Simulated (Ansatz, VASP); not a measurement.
**BaTiO3: VASP beside Ansatz**

```xyz
5
Lattice="2.8277 1.6326 2.3177 -2.8277 1.6326 2.3177 0.0000 -3.2651 2.3177" Properties=species:S:1:pos:R:3 pbc="T T T"
Ba    0.0000    0.0000    0.0128
Ti    0.0000    0.0000    3.5757
O     0.0000   -1.6061    4.5488
O    -1.3909    0.8030    4.5488
O     1.3909    0.8030    4.5488
```

Alike in both runs: functional r2SCAN; k mesh 6 × 6 × 6; occupations gaussian, width 0.02 eV; no spin polarisation.

Ansatz relaxed the structure, and its values are those at the end. VASP's run is a single point on that final structure, the one shown.

```csv
,VASP,Ansatz
version,VASP 6.6.1,Ansatz 0.2.0
potentials or method,"VASP PAW PBE potentials, release 64 (Ba_sv, Ti_sv, O), cutoff 660 eV","scalar-relativistic, plane waves, PAW"
valence electrons in the cell,40,40
```

Ansatz gave:

```
gap on the k mesh at the Fermi level (eV) : 2.78
least direct gap on the mesh (eV)         : 3.14
pressure (GPa)                            : 1.8
rms of the force components (eV/Å)        : 0.000
```

Question: What did VASP give for the same quantities?

Answer: gap on the k mesh at the Fermi level (eV): 2.75; least direct gap on the mesh (eV): 3.16; pressure (GPa): 3.6; rms of the force components (eV/Å): 0.056.

VASP's potentials were made for PBE, not for r2SCAN. With one functional, cell and mesh, what is left measures potentials, basis and numerics. Ansatz's warnings: stress scf threshold loose.

Neither program's run includes spin-orbit coupling.
